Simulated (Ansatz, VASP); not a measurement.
# Two plane-wave programs on Si

Contents of POSCAR:

```
Si
1.0
    0.0000000000      2.7350000000      2.7350000000
    2.7350000000      0.0000000000      2.7350000000
    2.7350000000      2.7350000000      0.0000000000
Si
2
Direct
    0.0000000000      0.0000000000      0.0000000000
    0.2500000000      0.2500000000      0.2500000000
```

INCAR.step1

```
ALGO     = Normal         # electronic algorithm
EDIFF    = 1E-5           # SCF threshold, eV
ENCUT    = 400            # plane-wave cutoff, eV
GGA      = PE             # functional
GGA_COMPAT= False        
ISIF     = 2              # what is computed and relaxed
ISMEAR   = -1             # smearing method
LASPH    = True           # aspherical terms in the spheres
LCHARG   = False          # write CHGCAR
LREAL    = False          # projectors in reciprocal space
LWAVE    = True           # write WAVECAR
NBANDS   = 11             # bands
NELM     = 120            # most SCF steps
PREC     = Accurate       # precision mode
SIGMA    = 0.02           # smearing width, eV
```

INCAR.step2

```
ALGO     = Normal         # electronic algorithm
EDIFF    = 1E-6           # SCF threshold, eV
ENCUT    = 400            # plane-wave cutoff, eV
GGA      = PE             # functional
GGA_COMPAT= False        
HFSCREEN = 0.2079         # screening, 1/A
ISIF     = 2              # what is computed and relaxed
ISMEAR   = -1             # smearing method
ISTART   = 1            
LASPH    = True           # aspherical terms in the spheres
LCHARG   = False          # write CHGCAR
LHFCALC  = True           # exact exchange
LREAL    = False          # projectors in reciprocal space
LWAVE    = False          # write WAVECAR
NBANDS   = 11             # bands
NELM     = 120            # most SCF steps
PREC     = Accurate       # precision mode
PRECFOCK = Normal       
SIGMA    = 0.02           # smearing width, eV
```

KPOINTS

```
k-points
0
Gamma
  4 4 4
```

Input for Ansatz:

```yaml
crystal:
  lattice:
    - [0, 2.735, 2.735]
    - [2.735, 0, 2.735]
    - [2.735, 2.735, 0]
  atoms:
    - { symbol: Si, position: [0, 0, 0] }
    - { symbol: Si, position: [0.25, 0.25, 0.25] }
kpoints:
  mp_grid: { grid: [4, 4, 4] }
hamiltonian:
  xc: hse06
  pseudopotentials: { kind: paw }
scf:
  occupations: { method: fermi_dirac, width: 0.02 }
  convergence: { dr2_threshold: "1e-9 eV" }
  exx: { energy_threshold: "2e-8 eV" }
output:
  forces: true
  stress: true
  eigenvalues: true
```

Alike in both runs: task single point; functional HSE06; k mesh 4 × 4 × 4; occupations fermi-dirac, width 0.02 eV; no spin polarisation.

|  | VASP | Ansatz |
| --- | --- | --- |
| version | VASP 6.6.1 | Ansatz 0.2.0 development build |
| potentials or method | VASP PAW PBE potentials, release 64 (Si) | plane waves, PAW datasets (generated soft set 1) |
| plane-wave cutoff (eV) | 400 | 420 |
| valence electrons in the cell | 8 | 8 |

```csv
,VASP,Ansatz,Ansatz less VASP
gap on the k mesh at the Fermi level (eV),1.37,1.35,-0.013
```

Ansatz's warnings: stress scf threshold loose.

The k mesh is coarse, so the values compare programs but aren't converged.
